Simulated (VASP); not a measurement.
Runs of VASP 6.6.1 on Mg. The structure is that of space group Im-3m (No. 229), or close to it. The cells are those of the table. 

```tsv
cell	gap on the mesh (eV)	pressure (GPa)
a = 2.955 Å, angles 109.5°, 1 atom	none	(a)
a = 2.866 Å, angles 109.5°, 1 atom	none	9.3
a = 3.038 Å, angles 109.5°, 1 atom	none	-0.3
a = 2.443 Å, angles 109.5°, 1 atom	none	93.1
```

Alike in all rows: task single point; level LDA; potentials or basis VASP PAW LDA potentials, release 64 (Mg); no spin polarisation; k mesh 15 × 15 × 15; cutoff (eV) 520; smearing fermi-dirac 0.08 eV.

Question: Fill in the values left out.

Answer: (a) 3.5.

A gap of «none» marks levels without a gap at the run's occupations.
